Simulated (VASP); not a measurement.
Wanted: the native input for a VASP 6.6.1 run.

| Item | Value |
| --- | --- |
| Task | single point |
| Functional | PBE |
| Potentials or basis | VASP PAW PBE potentials, release 64 (Co, Si) |
| Cutoff | 520 eV |
| k mesh | 12 × 12 × 6 |
| Occupations | gaussian, width 0.1 eV |
| Spin | no spin polarisation |
| Dipole correction | no |
| Further INCAR settings | ALGO = Normal; EDIFF = 1e-06; NBANDS = 26 |

The structure of CoSi2 lies in POSCAR:

```
CoSi2
1.0
    3.9383961880      0.0000000000      0.0000000000
   -1.9691980940      3.4107511489      0.0000000000
    0.0000000000      0.0000000000      7.1891919175
Co Si
2 4
Direct
    0.3333333333      0.6666666667      0.0313124021
    0.6666666667      0.3333333333      0.9686875979
    0.0000000000      0.0000000000      0.5000000000
    0.3333333333      0.6666666667      0.3315179386
    0.6666666667      0.3333333333      0.6684820614
    0.0000000000      0.0000000000      0.0000000000
```

The cell was built from a structure type or drawn by symmetry, and may not be a known phase.

These files were run (other wordings do the same):

INCAR

```
SYSTEM = CoSi2
PREC     = Accurate       ! precision mode
ENCUT    = 520            ! plane-wave cutoff, eV
EDIFF    = 1E-6           ! SCF threshold, eV
ISMEAR   = 0              ! smearing method
SIGMA    = 0.1            ! smearing width, eV
LREAL    = .FALSE.        ! projectors in reciprocal space
LASPH    = .TRUE.         ! aspherical terms in the spheres
NELM     = 100            ! most SCF steps
ALGO     = Normal         ! electronic algorithm
ISIF     = 2              ! what is computed and relaxed
LWAVE    = .FALSE.        ! write WAVECAR
LCHARG   = .FALSE.        ! write CHGCAR
GGA      = PE             ! functional
NBANDS   = 26             ! bands
```

KPOINTS

```
regular mesh
0
G
  12 12 6
  0 0 0
```

Potentials or basis: VASP PAW PBE potentials, release 64 (Co, Si).

Command:

```bash
$ cat potpaw_PBE.64/Co/POTCAR potpaw_PBE.64/Si/POTCAR > POTCAR
$ mpirun -np 1 vasp_std > vasp.out
```

It gave:

```json
{
 "Pressure": "-0.1 GPa",
 "Largest force": "0.038 eV/Å",
 "Band gap on the k mesh": "zero (bands 17 and 18 overlap by 1.12 eV)"
}
```

Caveat: the run has no spin polarisation, though such a crystal can be magnetic.

Run time: 2.6 min on 1 thread of AMD EPYC 9R45 96-Core Processor (Zen 5), on a shared host, peak memory 0.31 GiB.
